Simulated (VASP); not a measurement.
Runs of VASP 6.6.1 on ZnS. The structure is that of space group F-43m (No. 216), or close to it. The cells are those of the table. 

| task | level | cell | k mesh | cutoff (eV) | gap on the mesh (eV) | pressure (GPa) |
| --- | --- | --- | --- | --- | --- | --- |
| single point | PBEsol | a = 3.787 Å, angles 60.0°, 2 atoms | 6 × 6 × 6 | 500 | 2.09 | 0.3 |
| single point | PBEsol | a = 3.787 Å, angles 60.0°, 2 atoms | 10 × 10 × 10 | 520 | (a) | 0.2 |
| single point | r2SCAN | a = 3.787 Å, angles 60.0°, 2 atoms | 10 × 10 × 10 | 520 | (b) | 1.5 |
| relaxation of cell and atoms | PBEsol | relaxed from a = 3.821 Å, angles 60.0°, 2 atoms | 10 × 10 × 10 | 600 | 2.08 | 0.0 |

Alike in all rows: potentials or basis VASP PAW PBE potentials, release 64 (Zn, S); no spin polarisation; smearing gaussian 0.02 eV.

Q: Fill in the values left out.

A: (a) 2.10; (b) 2.80.

Caveats: the PAW data sets were made with another functional, which shifts forces and pressure a little.

